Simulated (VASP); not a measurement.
# CoO (Pm-3m) in VASP: a series of runs, part 2 of 2

VASP 6.6.1.

## Step 3: Single point, PBE, collinear spin, ferromagnetic start

Input file INCAR:

```
PREC = Accurate ; ENCUT = 520
EDIFF = 1E-6 ; ISMEAR = 0
SIGMA = 0.1 ; LREAL = F
LASPH = T ; NELM = 150
ALGO = Normal ; ISIF = 2
LWAVE = F ; LCHARG = F
ISPIN = 2 ; MAGMOM = 0.5 0
LORBIT = 11 ; LMAXMIX = 4
GGA = PE ; NBANDS = 18
```

Input file KPOINTS:

```
Automatic mesh
0
Gamma
  16 16 16
```

Input file POSCAR:

```
CoO
1.0
    2.6161540276      0.0000000000      0.0000000000
    0.0000000000      2.6161540276      0.0000000000
    0.0000000000      0.0000000000      2.6161540276
Co O
1 1
Direct
    0.0000000000      0.0000000000      0.0000000000
    0.5000000000      0.5000000000      0.5000000000
```

Potentials or basis: VASP PAW PBE potentials, release 64 (Co, O).

The run is started by

```
cat potpaw_PBE.64/Co/POTCAR potpaw_PBE.64/O/POTCAR > POTCAR
mpirun -np 1 vasp_std > vasp.out
```

OUTCAR:

```text
PREC = Accurate
   ENCUT = 520
   EDIFF = 1E-6
   ISMEAR = 0
   LREAL = F
   LASPH = T
   NELM = 150
   ISIF = 2
   ISPIN = 2
   LORBIT = 11
   GGA = PE

 ion  position               nearest neighbor table
   1  0.000  0.000  0.000-   2 2.27   2 2.27   2 2.27   2 2.27   2 2.27   2 2.27   2 2.27   2 2.27

   2  0.500  0.500  0.500-   1 2.27   1 2.27   1 2.27   1 2.27   1 2.27   1 2.27   1 2.27   1 2.27

  LATTYP: Found a simple cubic cell.
 ALAT       =     2.6161540276

  Lattice vectors:

 A1 = (   2.6161540276,   0.0000000000,   0.0000000000)
 A2 = (   0.0000000000,   2.6161540276,   0.0000000000)
 A3 = (   0.0000000000,   0.0000000000,   2.6161540276)

Analysis of symmetry for initial positions (statically):
=====================================================================
 Subroutine PRICEL returns:
 Original cell was already a primitive cell.

 Routine SETGRP: Setting up the symmetry group for a
 simple cubic supercell.

 Subroutine GETGRP returns: Found 48 space group operations
 (whereof 48 operations were pure point group operations)
[... 692 lines left out ...]
 [... further k-points ...]

 spin component 2

 k-point     1 :       0.0000    0.0000    0.0000
  band No.  band energies     occupation
      1     -10.9758      1.00000
      2       6.1272      1.00000
      3       6.1272      1.00000
      4       6.6795      1.00000
      5       6.6795      1.00000
      6       6.6795      1.00000
[... 493 lines left out ...]
     17      37.3318      0.00000
     18      40.2308      0.00000

 [... further k-points ...]
[... 5 lines left out ...]
  --------------------------------------------------------------------------------------
  -------------------------------------------------------------------------------------
  Total       -0.0640297     -0.0640297     -0.0640297      0.0000000      0.0000000     -0.0000000
  in kB       -5.7293097     -5.7293097     -5.7293097      0.0000000      0.0000000     -0.0000000
  external PRESSURE =      -5.7293097 kB  Pullay stress =       0.0000000 kB

 VOLUME and BASIS-vectors are now :
 -----------------------------------------------------------------------------
  energy-cutoff  :      520.00
  volume of cell :       17.91
      direct lattice vectors                 reciprocal lattice vectors
     2.616154028  0.000000000  0.000000000     0.382240491  0.000000000  0.000000000
     0.000000000  2.616154028  0.000000000     0.000000000  0.382240491  0.000000000
     0.000000000  0.000000000  2.616154028     0.000000000  0.000000000  0.382240491

 POSITION                                       TOTAL-FORCE (eV/Angst)
 -----------------------------------------------------------------------------------
      0.00000      0.00000      0.00000         0.000000      0.000000      0.000000
      1.30808      1.30808      1.30808         0.000000      0.000000      0.000000
 -----------------------------------------------------------------------------------
    total drift:                               -0.000000      0.000000      0.000000

  FREE ENERGIE OF THE ION-ELECTRON SYSTEM (eV)
  ---------------------------------------------------
  free  energy   TOTEN  =       -12.4006804673 eV

  energy  without entropy=      -12.3883267444  energy(sigma->0) =      -12.39450361

 total charge

# of ion       s       p       d       tot
------------------------------------------
    1        0.295   0.348   7.159   7.803
    2        1.581   3.347   0.000   4.928
--------------------------------------------------
tot          1.876   3.695   7.159  12.731

 magnetization (x)

# of ion       s       p       d       tot
------------------------------------------
    1       -0.000   0.003   2.498   2.501
    2        0.019   0.425   0.000   0.444
--------------------------------------------------
tot          0.019   0.428   2.498   2.945
```

OSZICAR:

```text
N       E                     dE             d eps       ncg     rms          rms(c)
DAV:   1     0.749664758313E+02    0.74966E+02   -0.65371E+03 12508   0.975E+02
DAV:   2    -0.998173860299E+01   -0.84948E+02   -0.73927E+02 12672   0.221E+02
DAV:   3    -0.143571124674E+02   -0.43754E+01   -0.41656E+01 13236   0.528E+01
[... 18 lines left out ...]
DAV:  22    -0.124005893779E+02   -0.13106E-03   -0.63032E-05 14916   0.147E-01    0.141E-01
DAV:  23    -0.124006630299E+02   -0.73652E-04   -0.52582E-05 16052   0.958E-02    0.570E-02
DAV:  24    -0.124006722453E+02   -0.92154E-05   -0.69255E-06 15522   0.232E-02    0.408E-02
DAV:  25    -0.124006802765E+02   -0.80311E-05   -0.14895E-05 12382   0.475E-02    0.403E-03
DAV:  26    -0.124006804673E+02   -0.19080E-06   -0.11705E-06  7728   0.975E-03
   1 F= -.12400680E+02 E0= -.12394504E+02  d E =-.123537E-01  mag=     3.0005
```

stdout:

```text
POSCAR found type information on POSCAR CoO
 POSCAR found :  2 types and       2 ions
 scaLAPACK will be used
 LDA part: xc-table for (Slater+PW92), standard interpolation
 POSCAR, INCAR and KPOINTS ok, starting setup
 FFT: planning ... GRIDC
 FFT: planning ... GRID_SOFT
 FFT: planning ... GRID
 WAVECAR not read
 entering main loop
```

Wall time 90 s (1 thread of AMD EPYC 9R45 (Zen 5), shared host); peak memory 0.17 GiB.

Results:

- Free energy: -12.4007 eV
- Pressure: -0.6 GPa
- Band gap on the k mesh: zero (filled and empty bands overlap)
- Net moment: 3.00 μB per cell
- Site moments: Co +2.50; O +0.44 μB
- Valence electrons inside the program's atomic spheres: Co 7.80; O 4.93

Caveat: a cell with one magnetic atom can't hold antiferromagnetic order, which such compounds often take; semilocal functionals often make such compounds metallic where correlation or magnetic order opens a gap, which also shifts bond lengths. With open d or f shells a metallic result of PBE can be an artefact of self-interaction; +U or a hybrid may open a gap.

## Step 4: Single point, PBE, collinear spin, ferromagnetic start

Input file INCAR:

```
SYSTEM = CoO
ALGO = Normal
EDIFF = 1E-6
ENCUT = 520
GGA = PE
ISIF = 2
ISMEAR = 0
ISPIN = 2
LASPH = .True.
LCHARG = .True.
LELF = .True.
LMAXMIX = 4
LORBIT = 11
LREAL = .False.
LVHAR = .True.
LWAVE = .False.
MAGMOM = 3 0
NBANDS = 18
NELM = 150
PREC = Accurate
SIGMA = 0.1
```

Input file KPOINTS:

```
k-points
0
Gamma
  16 16 16
  0 0 0
```

POSCAR is that of step 3.

Potentials or basis: VASP PAW PBE potentials, release 64 (Co, O).

The run is started by

```
cat potpaw_PBE.64/Co/POTCAR potpaw_PBE.64/O/POTCAR > POTCAR
mpirun -np 1 vasp_std > vasp.out
```

OUTCAR:

```text
SYSTEM = CoO
   EDIFF = 1E-6
   ENCUT = 520
   GGA = PE
   ISIF = 2
   ISMEAR = 0
   ISPIN = 2
   LASPH = .True.
   LORBIT = 11
   LREAL = .False.
   NELM = 150
   PREC = Accurate

 ion  position               nearest neighbor table
   1  0.000  0.000  0.000-   2 2.27   2 2.27   2 2.27   2 2.27   2 2.27   2 2.27   2 2.27   2 2.27

   2  0.500  0.500  0.500-   1 2.27   1 2.27   1 2.27   1 2.27   1 2.27   1 2.27   1 2.27   1 2.27

  LATTYP: Found a simple cubic cell.
 ALAT       =     2.6161540276

  Lattice vectors:

 A1 = (   2.6161540276,   0.0000000000,   0.0000000000)
 A2 = (   0.0000000000,   2.6161540276,   0.0000000000)
 A3 = (   0.0000000000,   0.0000000000,   2.6161540276)

Analysis of symmetry for initial positions (statically):
=====================================================================
 Subroutine PRICEL returns:
 Original cell was already a primitive cell.

 Routine SETGRP: Setting up the symmetry group for a
 simple cubic supercell.

 Subroutine GETGRP returns: Found 48 space group operations
 (whereof 48 operations were pure point group operations)
 out of a pool of 48 trial point group operations.

The static configuration has the point symmetry O_h .

Analysis of symmetry for dynamics (positions and initial velocities):
=====================================================================
 Subroutine PRICEL returns:
 Original cell was already a primitive cell.

 Routine SETGRP: Setting up the symmetry group for a
 simple cubic supercell.

 Subroutine GETGRP returns: Found 48 space group operations
 (whereof 48 operations were pure point group operations)
 out of a pool of 48 trial point group operations.

The dynamic configuration has the point symmetry O_h .

Analysis of structural, dynamic, and magnetic symmetry:
=====================================================================
 Subroutine PRICEL returns:
 Original cell was already a primitive cell.

 Routine SETGRP: Setting up the symmetry group for a
 simple cubic supercell.

 Subroutine GETGRP returns: Found 48 space group operations
 (whereof 48 operations were pure point group operations)
 out of a pool of 48 trial point group operations.

The overall configuration has the point symmetry O_h .

 Subroutine INISYM returns: Found 48 space group operations
 (whereof 48 operations are pure point group operations),
 and found     1 'primitive' translations

----------------------------------------------------------------------------------------

                                     Primitive cell

  volume of cell :      17.9056

  direct lattice vectors                    reciprocal lattice vectors
     2.616154028  0.000000000  0.000000000     0.382240491  0.000000000  0.000000000
     0.000000000  2.616154028  0.000000000     0.000000000  0.382240491  0.000000000
     0.000000000  0.000000000  2.616154028     0.000000000  0.000000000  0.382240491

  length of vectors
     2.616154028  2.616154028  2.616154028     0.382240491  0.382240491  0.382240491

  position of ions in fractional coordinates (direct lattice)
     0.000000000  0.000000000  0.000000000
     0.500000000  0.500000000  0.500000000

  ion indices of the primitive-cell ions
   primitive index   ion index
                 1           1
                 2           2

[... 62 lines left out ...]
   PREC   = accura    normal or accurate (medium, high low for compatibility)
   ISTART =      0    job   : 0-new  1-cont  2-samecut
   ICHARG =      2    charge: 1-file 2-atom 10-const
   ISPIN  =      2    spin polarized calculation?
   LNONCOLLINEAR =      F non collinear calculations
   LSORBIT =      F    spin-orbit coupling
   LASPH  =      T    aspherical Exc in radial PAW
   ENCUT  =  520.0 eV  38.22 Ry    6.18 a.u.   4.86  4.86  4.86*2*pi/ulx,y,z
   NELM   =    150;   NELMIN=  2; NELMDL= -5     # of ELM steps
   EDIFF  = 0.1E-05   stopping-criterion for ELM
   LREAL  =      F    real-space projection
   EDIFFG = 0.1E-04   stopping-criterion for IOM
   NSW    =      0    number of steps for IOM
   IBRION =     -1    ionic relax: 0-MD 1-quasi-New 2-CG
   NFREE  =      0    steps in history (QN), initial steepest desc. (CG)
   ISIF   =      2    stress and relaxation
   ISYM   =      2    0-nonsym 1-usesym 2-fastsym
   POTIM  = 0.5000    time-step for ionic-motion
   TEBEG  =    0.0;   TEEND  =   0.0 temperature during run
   PSTRESS=    0.0 pullay stress
   NELECT =      15.0000    total number of electrons
   NUPDOWN=      -1.0000    fix difference up-down
   EMIN   =  10.00;   EMAX   =-10.00  energy-range for DOS
   EFERMI =   0.00;   METHOD = LEGACY
   ISMEAR =     0;   SIGMA  =   0.10  broadening in eV -4-tet -1-fermi 0-gaus
   EFERMI_NEDOS =   21; number of points for ismear=-14 and -15
   IALGO  =     38    algorithm
   IMIX   =      4    mixing-type and parameters
     AMIX     =   0.40;   BMIX     =  1.00
     AMIX_MAG =   1.60;   BMIX_MAG =  1.00
  volume/ion in A,a.u.               =       8.95        60.42
  Fermi-wavevector in a.u.,A,eV,Ry     =   1.543270  2.916358 32.404759  2.381683
  Thomas-Fermi vector in A             =   2.648957
   LORBIT       =     11    0 simple, 1 ext, 2 COOP (PROOUT), +10 PAW based schemes
   GGA     = PE    functional components
   LHFCALC =     F    Hartree Fock is set to
   AEXX    =    0.0000 exact exchange contribution
   IVDW    =     0    specifies the selected vdW correction
   LEPSILON=     F    determine dielectric tensor
   LRPA    =     F    only Hartree local field effects (RPA)
 spin polarized calculation
 Gauss-broadening in eV      SIGMA  =   0.10
  energy-cutoff  :      520.00
  volume of cell :       17.91
 maximum number of plane-waves:       500
 NGX is ok and might be reduce to    20
   NGX =  9   NGY =  9   NGZ =  9

 number of electron      14.9999995 magnetization       3.0002099

 Free energy of the ion-electron system (eV)
  ---------------------------------------------------
  ext. energy  EPLUGINS =         0.00000000
  ---------------------------------------------------
  free energy    TOTEN  =       -12.40068076 eV

  energy without entropy =      -12.38833077  energy(sigma->0) =      -12.39450577

 E-fermi :   8.6776     XC(G=0): -12.9861

 val. band max:        8.6768627035   @ k =   0.4375   0.3125   0.0000
 cond. band min:       8.6803977561   @ k =   0.3750   0.3750   0.2500
 fundamental gap:      0.0035350526
 Fermi energy:         8.6776474739

 spin component 1

 k-point     1 :       0.0000    0.0000    0.0000
  band No.  band energies     occupation
      1     -11.6623      1.00000
      2       4.4149      1.00000
      3       4.4149      1.00000
      4       5.8797      1.00000
      5       5.8797      1.00000
      6       5.8797      1.00000
[... 493 lines left out ...]
     17      36.7072      0.00000
     18      39.7044      0.00000

 [... further k-points ...]

 spin component 2

 k-point     1 :       0.0000    0.0000    0.0000
  band No.  band energies     occupation
      1     -10.9758      1.00000
      2       6.1270      1.00000
      3       6.1271      1.00000
      4       6.6795      1.00000
      5       6.6795      1.00000
      6       6.6795      1.00000
[... 493 lines left out ...]
     17      37.3317      0.00000
     18      40.2308      0.00000

 [... further k-points ...]
[... 5 lines left out ...]
  --------------------------------------------------------------------------------------
  -------------------------------------------------------------------------------------
  Total       -0.0570432     -0.0570432     -0.0570432      0.0000000      0.0000000      0.0000000
  in kB       -5.1041598     -5.1041598     -5.1041598      0.0000000      0.0000000      0.0000000
  external PRESSURE =      -5.1041598 kB  Pullay stress =       0.0000000 kB

 VOLUME and BASIS-vectors are now :
 -----------------------------------------------------------------------------
  energy-cutoff  :      520.00
  volume of cell :       17.91
      direct lattice vectors                 reciprocal lattice vectors
     2.616154028  0.000000000  0.000000000     0.382240491  0.000000000  0.000000000
     0.000000000  2.616154028  0.000000000     0.000000000  0.382240491  0.000000000
     0.000000000  0.000000000  2.616154028     0.000000000  0.000000000  0.382240491

 POSITION                                       TOTAL-FORCE (eV/Angst)
 -----------------------------------------------------------------------------------
      0.00000      0.00000      0.00000         0.000000      0.000000      0.000000
      1.30808      1.30808      1.30808         0.000000      0.000000      0.000000
 -----------------------------------------------------------------------------------
    total drift:                                0.000000      0.000000      0.000000

  FREE ENERGIE OF THE ION-ELECTRON SYSTEM (eV)
  ---------------------------------------------------
  free  energy   TOTEN  =       -12.4006807633 eV

  energy  without entropy=      -12.3883307733  energy(sigma->0) =      -12.39450577

 total charge

# of ion       s       p       d       tot
------------------------------------------
    1        0.295   0.348   7.159   7.803
    2        1.581   3.347   0.000   4.928
--------------------------------------------------
tot          1.876   3.695   7.159  12.731

 magnetization (x)

# of ion       s       p       d       tot
------------------------------------------
    1       -0.000   0.003   2.498   2.501
    2        0.019   0.425   0.000   0.444
--------------------------------------------------
tot          0.019   0.428   2.498   2.945
```

OSZICAR:

```text
N       E                     dE             d eps       ncg     rms          rms(c)
DAV:   1     0.757318319257E+02    0.75732E+02   -0.70407E+03 12524   0.102E+03
DAV:   2    -0.108742436719E+02   -0.86606E+02   -0.74220E+02 12702   0.222E+02
DAV:   3    -0.153666881276E+02   -0.44924E+01   -0.44102E+01 13240   0.540E+01
DAV:   4    -0.154109985187E+02   -0.44310E-01   -0.44277E-01 13488   0.507E+00
DAV:   5    -0.154119369436E+02   -0.93842E-03   -0.93833E-03 14148   0.732E-01    0.139E+01
DAV:   6    -0.150342162210E+02    0.37772E+00   -0.24115E+01 15932   0.630E+01    0.264E+01
DAV:   7    -0.127405893825E+02    0.22936E+01   -0.12518E+01 14624   0.563E+01    0.917E+00
DAV:   8    -0.125568809669E+02    0.18371E+00   -0.47884E-01 15552   0.948E+00    0.486E+00
DAV:   9    -0.124842622727E+02    0.72619E-01   -0.12670E+00 16062   0.187E+01    0.338E+00
DAV:  10    -0.124107624299E+02    0.73500E-01   -0.12660E-01 15288   0.723E+00    0.141E+00
DAV:  11    -0.123993002726E+02    0.11462E-01   -0.55454E-02 16356   0.318E+00    0.293E-01
DAV:  12    -0.124008694860E+02   -0.15692E-02   -0.41264E-03 13952   0.616E-01    0.158E-01
DAV:  13    -0.124006658902E+02    0.20360E-03   -0.30520E-04 14996   0.165E-01    0.478E-02
DAV:  14    -0.124006885051E+02   -0.22615E-04   -0.12270E-04 15728   0.138E-01    0.496E-02
DAV:  15    -0.124006925821E+02   -0.40770E-05   -0.10287E-05 14852   0.350E-02    0.358E-02
DAV:  16    -0.124006808796E+02    0.11703E-04   -0.41827E-05 16804   0.112E-01    0.712E-03
DAV:  17    -0.124006807633E+02    0.11627E-06   -0.27113E-06 12070   0.159E-02
   1 F= -.12400681E+02 E0= -.12394506E+02  d E =-.123500E-01  mag=     3.0001
```

Wall time 59 s (1 thread of AMD EPYC 9R45 (Zen 5), shared host); peak memory 0.16 GiB.

What came out:

```yaml
Free_energy: -12.4007 eV
Pressure: -0.5 GPa
Band_gap_on_the_k_mesh: zero (filled and empty bands overlap)
Net_moment: 3.00 μB per cell
Site_moments: Co +2.50; O +0.44 μB
Valence_electrons_inside_the_program's_atomic_spheres: Co 7.80; O 4.93
```

Caveat: a cell with one magnetic atom can't hold antiferromagnetic order, which such compounds often take; semilocal functionals often make such compounds metallic where correlation or magnetic order opens a gap, which also shifts bond lengths. With open d or f shells a metallic result of PBE can be an artefact of self-interaction; +U or a hybrid may open a gap.
